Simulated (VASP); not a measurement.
# IrRh2 (P6/mmm) in VASP: notebook, part 2 of 2

VASP 6.6.1.

### Step 3. Single point, PBE

This run uses another cell than the first one, of 14.51 Å³/atom, 1.188 times its volume.

The input, INCAR:

```
PREC = Accurate
ENCUT = 520
EDIFF = 1E-6
ISMEAR = 0
SIGMA = 0.1
LREAL = False
LASPH = True
NELM = 60
ALGO = Normal
ISIF = 2
LWAVE = False
LCHARG = False
GGA = PE
NBANDS = 26
```

The input, KPOINTS:

```
regular mesh
0
Gamma
  6 6 6
```

The input, POSCAR:

```
IrRh2
1.0
    4.3229647431      0.0000000000      0.0000000000
   -2.1614823716      3.7437972871      0.0000000000
    0.0000000000      0.0000000000      2.6901665254
Ir Rh
1 2
Direct
    0.0000000000      0.0000000000      0.0000000000
    0.3333333333      0.6666666667      0.5000000000
    0.6666666667      0.3333333333      0.5000000000
```

Potentials or basis: VASP PAW PBE potentials, release 64 (Ir, Rh_pv).

The run is started by

```
cat potpaw_PBE.64/Ir/POTCAR potpaw_PBE.64/Rh_pv/POTCAR > POTCAR
mpirun -np 1 vasp_std > vasp.out
```

OUTCAR:

```text
PREC = Accurate
   ENCUT = 520
   EDIFF = 1E-6
   ISMEAR = 0
   LREAL = False
   LASPH = True
   NELM = 60
   ISIF = 2
   GGA = PE

 ion  position               nearest neighbor table
   1  0.000  0.000  0.000-   2 2.84   3 2.84   2 2.84   3 2.84   2 2.84   2 2.84   3 2.84   3 2.84
                             3 2.84   3 2.84   2 2.84   2 2.84
   2  0.333  0.667  0.500-   3 2.50   3 2.50   3 2.50   1 2.84   1 2.84   1 2.84   1 2.84   1 2.84
                             1 2.84
   3  0.667  0.333  0.500-   2 2.50   2 2.50   2 2.50   1 2.84   1 2.84   1 2.84   1 2.84   1 2.84
                             1 2.84

  LATTYP: Found a hexagonal cell.
 ALAT       =     4.3229647431
 C/A-ratio  =     0.6222966610

  Lattice vectors:

 A1 = (   4.3229647431,   0.0000000000,   0.0000000000)
 A2 = (  -2.1614823716,   3.7437972871,   0.0000000000)
 A3 = (   0.0000000000,   0.0000000000,   2.6901665254)

Analysis of symmetry for initial positions (statically):
=====================================================================
 Subroutine PRICEL returns:
 Original cell was already a primitive cell.

 Routine SETGRP: Setting up the symmetry group for a
 hexagonal supercell.

 Subroutine GETGRP returns: Found 24 space group operations
 (whereof 24 operations were pure point group operations)
 out of a pool of 24 trial point group operations.

The static configuration has the point symmetry D_6h.

Analysis of symmetry for dynamics (positions and initial velocities):
=====================================================================
 Subroutine PRICEL returns:
 Original cell was already a primitive cell.

 Routine SETGRP: Setting up the symmetry group for a
 hexagonal supercell.

 Subroutine GETGRP returns: Found 24 space group operations
 (whereof 24 operations were pure point group operations)
 out of a pool of 24 trial point group operations.

The dynamic configuration has the point symmetry D_6h.

 Subroutine INISYM returns: Found 24 space group operations
 (whereof 24 operations are pure point group operations),
 and found     1 'primitive' translations

[... 117 lines left out ...]
  volume/ion in A,a.u.               =      14.51        97.94
  Fermi-wavevector in a.u.,A,eV,Ry     =   1.578115  2.982205 33.884587  2.490447
  Thomas-Fermi vector in A             =   2.678695
   LORBIT       =      0    0 simple, 1 ext, 2 COOP (PROOUT), +10 PAW based schemes
   GGA     = PE    functional components
   LHFCALC =     F    Hartree Fock is set to
   AEXX    =    0.0000 exact exchange contribution
   IVDW    =     0    specifies the selected vdW correction
   LEPSILON=     F    determine dielectric tensor
   LRPA    =     F    only Hartree local field effects (RPA)
 non-spin polarized calculation
 Gauss-broadening in eV      SIGMA  =   0.10
  energy-cutoff  :      520.00
  volume of cell :       43.54
 maximum number of plane-waves:      1191
   NGX = 17   NGY = 17   NGZ = 11

 number of electron      39.0000001 magnetization

 Free energy of the ion-electron system (eV)
  ---------------------------------------------------
  ext. energy  EPLUGINS =         0.00000000
  ---------------------------------------------------
  free energy    TOTEN  =       -22.61349762 eV

  energy without entropy =      -22.58978280  energy(sigma->0) =      -22.60164021

 E-fermi :  10.5698     XC(G=0): -13.7298

 val. band max:       10.5544150060   @ k =   0.3333   0.1667   0.0000
 cond. band min:      10.5825657469   @ k =   0.5000   0.0000   0.0000
 fundamental gap:      0.0281507409
 Fermi energy:        10.5697809889

 k-point     1 :       0.0000    0.0000    0.0000
  band No.  band energies     occupation
      1     -36.4664      2.00000
      2     -36.4664      2.00000
      3     -35.9344      2.00000
      4     -35.9344      2.00000
      5     -35.7540      2.00000
      6     -35.6406      2.00000
[... 685 lines left out ...]
     25      19.0179      0.00000
     26      19.7142      0.00000

 [... further k-points ...]

------------------------ aborting loop because EDIFF is reached ----------------------------------------

  FORCE on cell =-STRESS in cart. coord.  units (eV):
  Direction    XX          YY          ZZ          XY          YZ          ZX
  --------------------------------------------------------------------------------------
  -------------------------------------------------------------------------------------
  Total       -0.0170484     -0.0170484      0.0066923      0.0000000     -0.0000000     -0.0000000
  in kB       -0.6273666     -0.6273666      0.2462717      0.0000000     -0.0000000     -0.0000000
  external PRESSURE =      -0.3361538 kB  Pullay stress =       0.0000000 kB

 VOLUME and BASIS-vectors are now :
 -----------------------------------------------------------------------------
  energy-cutoff  :      520.00
  volume of cell :       43.54
      direct lattice vectors                 reciprocal lattice vectors
     4.322964743  0.000000000  0.000000000     0.231322729  0.133554240  0.000000000
    -2.161482372  3.743797287  0.000000000     0.000000000  0.267108479  0.000000000
     0.000000000  0.000000000  2.690166525     0.000000000  0.000000000  0.371724200

 POSITION                                       TOTAL-FORCE (eV/Angst)
 -----------------------------------------------------------------------------------
      0.00000      0.00000      0.00000         0.000000      0.000000      0.000000
     -0.00000      2.49586      1.34508         0.000000      0.000000      0.000000
      2.16148      1.24793      1.34508        -0.000000     -0.000000     -0.000000
 -----------------------------------------------------------------------------------
    total drift:                               -0.000000      0.000000      0.000000

  FREE ENERGIE OF THE ION-ELECTRON SYSTEM (eV)
  ---------------------------------------------------
  free  energy   TOTEN  =       -22.6134976173 eV

  energy  without entropy=      -22.5897828027  energy(sigma->0) =      -22.60164021
```

OSZICAR:

```text
N       E                     dE             d eps       ncg     rms          rms(c)
DAV:   1     0.444841188693E+03    0.44484E+03   -0.22638E+04  1496   0.162E+03
DAV:   2    -0.933666998539E+01   -0.45418E+03   -0.44228E+03  1496   0.507E+02
DAV:   3    -0.239626626187E+02   -0.14626E+02   -0.14225E+02  1602   0.988E+01
DAV:   4    -0.242413262927E+02   -0.27866E+00   -0.27438E+00  1630   0.130E+01
DAV:   5    -0.242466079239E+02   -0.52816E-02   -0.52809E-02  1656   0.198E+00    0.190E+01
DAV:   6    -0.235358274963E+02    0.71078E+00   -0.11714E+01  1938   0.250E+01    0.121E+01
DAV:   7    -0.232439070635E+02    0.29192E+00   -0.90569E+00  1856   0.268E+01    0.930E+00
DAV:   8    -0.226386917336E+02    0.60522E+00   -0.33354E+00  1784   0.122E+01    0.199E+00
DAV:   9    -0.226164870929E+02    0.22205E-01   -0.77527E-02  1684   0.235E+00    0.840E-01
DAV:  10    -0.226135541962E+02    0.29329E-02   -0.10272E-02  1556   0.839E-01    0.128E-01
DAV:  11    -0.226135002126E+02    0.53984E-04   -0.33712E-04  1622   0.169E-01    0.917E-02
DAV:  12    -0.226134984336E+02    0.17790E-05   -0.98954E-05  1802   0.734E-02    0.837E-03
DAV:  13    -0.226134976173E+02    0.81631E-06   -0.39676E-06  1538   0.171E-02
   1 F= -.22613498E+02 E0= -.22601640E+02  d E =-.237148E-01
```

stdout:

```text
POSCAR found type information on POSCAR IrRh
 POSCAR found :  2 types and       3 ions
 scaLAPACK will be used
 LDA part: xc-table for (Slater+PW92), standard interpolation
 POSCAR, INCAR and KPOINTS ok, starting setup
 FFT: planning ... GRIDC
 FFT: planning ... GRID_SOFT
 FFT: planning ... GRID
 WAVECAR not read
 entering main loop
```

Run time: 20 s. Hardware: 1 thread of Intel Xeon 6975P-C, shared host; peak memory 0.17 GiB.

What came out:

```
Free energy : -22.6135 eV
Pressure    : 0.0 GPa
```

Stress tensor (GPa, compression positive):
```
-0.06  0.00  0.00
 0.00 -0.06  0.00
 0.00  0.00  0.02
```

Caveat: the k points lie up to 0.39 Å⁻¹ apart; spin-orbit coupling is left out, which moves the levels of the heavy elements.

### Step 4. Relaxation of cell and atoms, PBE

The input, INCAR:

```
PREC     = Accurate       # precision mode
ENCUT    = 600            # plane-wave cutoff, eV
EDIFF    = 1E-6           # SCF threshold, eV
ISMEAR   = 0              # smearing method
SIGMA    = 0.1            # smearing width, eV
LREAL    = False          # projectors in reciprocal space
LASPH    = True           # aspherical terms in the spheres
NELM     = 80             # most SCF steps
ALGO     = Fast           # electronic algorithm
ISIF     = 3              # what is computed and relaxed
LWAVE    = False          # write WAVECAR
LCHARG   = False          # write CHGCAR
GGA      = PE             # functional
IBRION   = 2              # ionic algorithm
NSW      = 90             # ionic steps
EDIFFG   = -0.04          # ionic threshold
```

KPOINTS is that of step 3.

The input, POSCAR:

```
IrRh2
1.0
    3.3966348035      0.0000000000      0.0000000000
   -1.6983174018      2.9415720273      0.0000000000
    0.0000000000      0.0000000000      3.6674628277
Ir Rh
1 2
Direct
    0.0000000000      0.0000000000      0.0000000000
    0.3333333333      0.6666666667      0.5000000000
    0.6666666667      0.3333333333      0.5000000000
```

Potentials or basis: VASP PAW PBE potentials, release 64 (Ir, Rh_pv).

The run is started by

```
cat potpaw_PBE.64/Ir/POTCAR potpaw_PBE.64/Rh_pv/POTCAR > POTCAR
mpirun -np 1 vasp_std > vasp.out
```

OUTCAR:

```text
PREC = Accurate
   ENCUT = 600
   EDIFF = 1E-6
   ISMEAR = 0
   LREAL = False
   LASPH = True
   NELM = 80
   ISIF = 3
   GGA = PE
   IBRION = 2
   NSW = 90
   EDIFFG = -0.04

 ion  position               nearest neighbor table
   1  0.000  0.000  0.000-   2 2.68   3 2.68   2 2.68   3 2.68   3 2.68   3 2.68   2 2.68   2 2.68
                             3 2.68   3 2.68   2 2.68   2 2.68
   2  0.333  0.667  0.500-   3 1.96   3 1.96   3 1.96   1 2.68   1 2.68   1 2.68   1 2.68   1 2.68
                             1 2.68
   3  0.667  0.333  0.500-   2 1.96   2 1.96   2 1.96   1 2.68   1 2.68   1 2.68   1 2.68   1 2.68
                             1 2.68

  LATTYP: Found a hexagonal cell.
 ALAT       =     3.3966348035
 C/A-ratio  =     1.0797342193

  Lattice vectors:

 A1 = (   3.3966348035,   0.0000000000,   0.0000000000)
 A2 = (  -1.6983174018,   2.9415720273,   0.0000000000)
[... 1530 lines left out ...]
  in kB     -307.9434867   -307.9434867   -271.8698290      0.0000000     -0.0000000      0.0000000
  external PRESSURE =    -295.9189341 kB  Pullay stress =       0.0000000 kB
[... 652 lines left out ...]
     22      12.5923      0.00000
     23      13.2524      0.00000

 [... further k-points ...]

[... ionic steps 4 to 17 ...]

--------------------------------------- Ionic step       18  -------------------------------------------

 number of electron      39.0000008 magnetization

------------------------ aborting loop because EDIFF is reached ----------------------------------------
[... 69 lines left out ...]
--------------------------------------- Ionic step       20  -------------------------------------------

 number of electron      39.0000007 magnetization

 Free energy of the ion-electron system (eV)
  ---------------------------------------------------
  ext. energy  EPLUGINS =         0.00000000
  ---------------------------------------------------
  free energy    TOTEN  =       -22.58695641 eV

  energy without entropy =      -22.56304159  energy(sigma->0) =      -22.57499900

 E-fermi :  10.5962     XC(G=0): -13.7392

 val. band max:       10.5762281850   @ k =   0.3333   0.1667   0.0000
 cond. band min:      10.6047744266   @ k =   0.5000  -0.0000   0.0000
 fundamental gap:      0.0285462416
 Fermi energy:        10.5962472124
[... 654 lines left out ...]
  FREE ENERGIE OF THE ION-ELECTRON SYSTEM (eV)
  ---------------------------------------------------
  free  energy   TOTEN  =       -22.5869564114 eV

  energy  without entropy=      -22.5630415879  energy(sigma->0) =      -22.57499900

 reached required accuracy - stopping structural energy minimisation
```

It took 11 min on 1 thread of Intel Xeon 6975P-C, shared host; peak memory 0.21 GiB.

What came out:

| Property | Result |
| --- | --- |
| Free energy | -22.5870 eV |
| Relaxed volume | 14.49 Å³/atom |
| Relaxed cell | a = 4.318 Å, b = 4.318 Å, c = 2.693 Å, α = 90.00°, β = 90.00°, γ = 120.00° |
| Space group after relaxing (to 0.05 Å) | P6/mmm (No. 191) |
| Energy gained by relaxing | 3706.4 meV/atom |
| Ionic steps | 20 |
| Pressure after relaxing | -0.1 GPa |

The path:
| step | energy change (eV) | largest force (eV/Å) | pressure (GPa) | volume (Å³) |
| --- | --- | --- | --- | --- |
| 1 | 0.0000 | 0.0000 | 184.22 | 36.64 |
| 2 | 11.8103 | 0.0000 | -45.94 | 160.18 |
| 3 | -4.5586 | 0.0000 | -29.59 | 77.60 |
| 4 | -6.5781 | 0.0000 | -29.74 | 67.25 |
| 5 | -8.1585 | 0.0000 | 2.59 | 50.60 |
| 6 | -8.2250 | 0.0000 | -12.82 | 54.67 |
| 7 | -8.2968 | 0.0000 | -8.75 | 53.33 |
| 8 | -8.2974 | 0.0000 | -7.41 | 52.96 |
| 9 | -9.6592 | 0.0000 | -5.92 | 48.21 |
| 10 | 14.4961 | 0.0000 | 420.14 | 29.97 |
| 11 | -9.8650 | 0.0000 | -5.07 | 47.43 |
| 12 | -10.5383 | 0.0000 | 35.95 | 39.39 |
| 13 | -10.7169 | 0.0000 | 0.95 | 44.28 |
| 14 | -11.0311 | 0.0000 | 11.97 | 41.89 |
| 15 | -11.0295 | 0.0000 | 13.73 | 41.64 |
| 16 | -10.4601 | 0.0000 | -13.60 | 46.94 |
| 17 | -11.1050 | 0.0000 | 3.48 | 42.92 |
| 18 | -11.1053 | 0.0000 | 3.98 | 42.85 |
| 19 | -11.0930 | 0.0000 | -4.97 | 44.37 |
| 20 | -11.1192 | 0.0000 | -0.06 | 43.47 |

Final structure:
```
CELL_PARAMETERS angstrom
4.31765 0.00000 0.00000
-2.15882 3.73919 0.00000
0.00000 0.00000 2.69277
ATOMIC_POSITIONS crystal
Ir 0.00000 0.00000 0.00000
Rh 0.33333 0.66667 0.50000
Rh 0.66667 0.33333 0.50000
```

Caveat: the volume moved by over 15 % at a fixed basis, so the end points are rough; spin-orbit coupling is left out, which moves the levels of the heavy elements.

### Step 5. Single point, PBE

This run uses another cell than the first one, of 14.49 Å³/atom, 1.186 times its volume.

The input, INCAR:

```
SYSTEM = IrRh2
ALGO     = Fast           ! electronic algorithm
EDIFF    = 1E-6           ! SCF threshold, eV
ENCUT    = 520            ! plane-wave cutoff, eV
GGA      = PE             ! functional
ISIF     = 2              ! what is computed and relaxed
ISMEAR   = 0              ! smearing method
LASPH    = .True.         ! aspherical terms in the spheres
LCHARG   = .True.         ! write CHGCAR
LELF     = .True.         ! ELF
LREAL    = .False.        ! projectors in reciprocal space
LVHAR    = .True.       
LWAVE    = .False.        ! write WAVECAR
NBANDS   = 26             ! bands
NELM     = 60             ! most SCF steps
PREC     = Accurate       ! precision mode
SIGMA    = 0.1            ! smearing width, eV
```

The input, KPOINTS:

```
k-points
0
Gamma
  12 12 18
  0 0 0
```

The input, POSCAR:

```
IrRh2
1.0
    4.3362054305      0.0000000000      0.0000000000
   -2.1681027152      3.7552640588      0.0000000000
    0.0000000000      0.0000000000      2.6688802970
Ir Rh
1 2
Direct
    0.0000000000      0.0000000000      0.0000000000
    0.3333333333      0.6666666667      0.5000000000
    0.6666666667      0.3333333333      0.5000000000
```

The run is started by

```
cat potpaw_PBE.64/Ir/POTCAR potpaw_PBE.64/Rh_pv/POTCAR > POTCAR
mpirun -np 1 vasp_std > vasp.out
```

Wall time 2 min (1 thread of Intel Xeon 6975P-C, shared host); peak memory 0.31 GiB.

Results (log left out):

```
Free energy : -22.6681 eV
Pressure    : 0.2 GPa
```

Levels at points of the mesh, in eV from the Fermi level:
```
           k point  band 18  band 19  band 20  band 21  band 22  band 23
(0.00, 0.00, 0.00)    -1.72    -1.66    -1.66     0.88     0.88     7.69
(0.50, 0.00, 0.00)    -0.28     0.00     0.13     0.21     0.34     0.71
(0.00, 0.00, 0.50)     0.17     0.45     0.45     1.34     3.14     3.31
(0.50, 0.00, 0.50)    -0.55     0.25     0.82     1.04     2.57     3.13
```

Caveat: spin-orbit coupling is left out, which moves the levels of the heavy elements.

### Step 6. Relaxation of cell and atoms, PBE

This run uses another cell than the first one, of 14.51 Å³/atom, 1.188 times its volume.

The input, INCAR:

```
  ALGO = Fast
  EDIFF = 1E-6
  EDIFFG = -0.01
  ENCUT = 600
  GGA = PE
  IBRION = 2
  ISIF = 3
  ISMEAR = 0
  LASPH = True
  LCHARG = False
  LREAL = False
  LWAVE = False
  NELM = 100
  NSW = 100
  PREC = Accurate
  SIGMA = 0.1
```

The input, KPOINTS:

```
k-points
0
Gamma
  12 12 18
```

The input, POSCAR:

```
IrRh2
1.0
    4.3229647431      0.0000000000      0.0000000000
   -2.1614823715      3.7437972872      0.0000000000
    0.0000000000      0.0000000000      2.6901665254
Ir Rh
1 2
Direct
    0.0000000000      0.0000000000      0.0000000000
    0.3333333333      0.6666666667      0.5000000000
    0.6666666667      0.3333333333      0.5000000000
```

Potentials or basis: VASP PAW PBE potentials, release 64 (Ir, Rh_pv).

The run is started by

```
cat potpaw_PBE.64/Ir/POTCAR potpaw_PBE.64/Rh_pv/POTCAR > POTCAR
mpirun -np 1 vasp_std > vasp.out
```

It took 11 min on 1 thread of Intel Xeon 6975P-C, shared host; peak memory 0.36 GiB.

Results (log left out):

* Free energy: -22.6683 eV
* Relaxed volume: 14.49 Å³/atom
* Relaxed cell: a = 4.337 Å, b = 4.337 Å, c = 2.669 Å, α = 90.00°, β = 90.00°, γ = 120.00°
* Space group after relaxing (to 0.05 Å): P6/mmm (No. 191)
* Energy gained by relaxing: 1.5 meV/atom
* Ionic steps: 6
* Pressure after relaxing: 0.0 GPa

The path:
```csv
step,energy change (eV),largest force (eV/Å),pressure (GPa),volume (Å³)
1,0.0000,0.0000,-0.23,43.54
2,-0.0021,0.0000,0.46,43.40
3,-0.0044,0.0000,0.12,43.46
4,-0.0044,0.0000,0.14,43.46
5,-0.0043,0.0000,-0.30,43.53
6,-0.0044,0.0000,-0.03,43.48
```

Final structure:
```
CELL_PARAMETERS angstrom
4.33719 0.00000 0.00000
-2.16859 3.75611 0.00000
0.00000 0.00000 2.66879
ATOMIC_POSITIONS crystal
Ir 0.00000 0.00000 0.00000
Rh 0.33333 0.66667 0.50000
Rh 0.66667 0.33333 0.50000
```

Levels at points of the mesh, in eV from the Fermi level:
| k point | band 16 | band 17 | band 18 | band 19 | band 20 | band 21 | band 22 | band 23 |
| --- | --- | --- | --- | --- | --- | --- | --- | --- |
| (0.00, 0.00, 0.00) | -2.61 | -1.72 | -1.72 | -1.66 | -1.66 | 0.88 | 0.88 | 7.69 |
| (0.50, 0.00, 0.00) | -1.51 | -1.44 | -0.28 | 0.00 | 0.13 | 0.21 | 0.34 | 0.71 |
| (0.00, 0.00, 0.50) | -2.37 | 0.17 | 0.17 | 0.45 | 0.45 | 1.34 | 3.14 | 3.31 |
| (0.50, 0.00, 0.50) | -1.39 | -1.13 | -0.55 | 0.25 | 0.82 | 1.04 | 2.57 | 3.13 |

Caveat: spin-orbit coupling is left out, which moves the levels of the heavy elements.

### Step 7. Overview

```csv
task,cell,k mesh,cutoff (eV),gap on the mesh (eV),pressure (GPa),relaxed volume (Å³/atom)
single point,"a = 3.397, b = 3.397, c = 3.667 Å, angles 90.0, 90.0, 120.0°, 3 atoms",6 × 6 × 6,520,none,184.3,-
single point,"a = 4.323, b = 4.323, c = 2.690 Å, angles 90.0, 90.0, 120.0°, 3 atoms",6 × 6 × 6,520,none,0.0,-
relaxation of cell and atoms,"relaxed from a = 3.397, b = 3.397, c = 3.667 Å, angles 90.0, 90.0, 120.0°, 3 atoms",6 × 6 × 6,600,none,-0.1,14.49
single point,"a = 4.336, b = 4.336, c = 2.669 Å, angles 90.0, 90.0, 120.0°, 3 atoms",12 × 12 × 18,520,none,0.2,-
relaxation of cell and atoms,"relaxed from a = 4.323, b = 4.323, c = 2.690 Å, angles 90.0, 90.0, 120.0°, 3 atoms",12 × 12 × 18,600,none,0.0,14.49
```

Alike in all rows: level PBE; potentials or basis VASP PAW PBE potentials, release 64 (Ir, Rh_pv); no spin polarisation; smearing gaussian 0.1 eV.

Caveats: some runs use coarse meshes; spin-orbit coupling is left out, which moves the levels of the heavy elements; the volume moved by over 15 % at a fixed basis, so the end points are rough (some runs).

Total energies depend on the potentials used, so only differences within one code and one set of settings carry meaning.
